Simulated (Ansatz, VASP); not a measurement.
Hf3Si2N in VASP and in Ansatz

The input INCAR:

```
SYSTEM = Hf3Si2N
ALGO = Normal
EDIFF = 1E-7
EDIFFG = -0.04
ENCUT = 600
GGA = PE
IBRION = 2
ISIF = 3
ISMEAR = 0
LASPH = .True.
LCHARG = .False.
LREAL = .False.
LWAVE = .False.
NELM = 60
NSW = 90
PREC = Accurate
SIGMA = 0.1
```

KPOINTS

```
k-points
0
Gamma
  6 6 2
  0 0 0
```

The input POSCAR:

```
Hf3Si2N
1.0
    3.2954118800      0.0000000000      0.0000000000
    0.0000000000      3.2954118800      0.0000000000
    0.0000000000      0.0000000000      9.5116040100
Hf Si N
3 2 1
Direct
    0.0000000000      0.0000000000      0.6746923900
    0.0000000000      0.0000000000      0.3274696500
    0.5000000000      0.5000000000      0.8249817500
    0.0000000000      0.0000000000      0.9999432600
    0.5000000000      0.5000000000      0.5015775000
    0.5000000000      0.5000000000      0.1713354600
```

Input for Ansatz:

```yaml
crystal:
  lattice:
    - [3.29541188, 0.0, 0.0]
    - [0.0, 3.29541188, 0.0]
    - [0.0, 0.0, 9.51160401]
  atoms:
    - { symbol: Hf, position: [0.0, 0.0, 0.67469239] }
    - { symbol: Hf, position: [0.0, 0.0, 0.32746965] }
    - { symbol: Hf, position: [0.5, 0.5, 0.82498175] }
    - { symbol: Si, position: [0.0, 0.0, 0.99994326] }
    - { symbol: Si, position: [0.5, 0.5, 0.5015775] }
    - { symbol: "N", position: [0.5, 0.5, 0.17133546] }
basis:
  ecutwfc: 420
kpoints:
  mp_grid: { grid: [6, 6, 2] }
hamiltonian:
  xc: pbe
scf:
  occupations: { method: gaussian, width: 0.1 }
  lower_state_search: "off"
output:
  forces: true
  stress: true
  eigenvalues: true
relax:
  adjacent_minimum: "off"
  f_tol: 0.04
  max_steps: 70
  cell: { stress_tol: 0.4 }
```

Change from the starting cell: species swapped into the MnAl2Cr3 type (P4mm, No. 99).

Alike in both runs: task relaxation of cell and atoms; functional PBE; k mesh 6 × 6 × 2; occupations gaussian, width 0.1 eV; no spin polarisation.

```csv
,VASP,Ansatz
version,VASP 6.6.1,Ansatz 0.2.0
potentials or method,"VASP PAW PBE potentials, release 64 (Hf_pv, Si, N), cutoff 600 eV","scalar-relativistic, plane waves, PAW"
valence electrons in the cell,43,91
```

|  | VASP | Ansatz | Ansatz less VASP |
| --- | --- | --- | --- |
| gap on the k mesh at the Fermi level, each at its own relaxed structure (eV) | none | none | - |
| relaxed volume (Å³/atom) | 16.89 | 17.22 | +0.325 |
| relaxed length of the cell vector where the two differ most in proportion (Å) | 8.393 | 10.527 | +2.1334 |

A gap of «none» marks a metal or a gap that the smearing closes. One of these differences is far larger than is usual between the two programs; its cause wasn't traced. VASP's potentials hold 43 valence electrons a cell and Ansatz's 91, so a difference there can come from the potentials and not from the codes.

Neither program's run includes spin-orbit coupling.
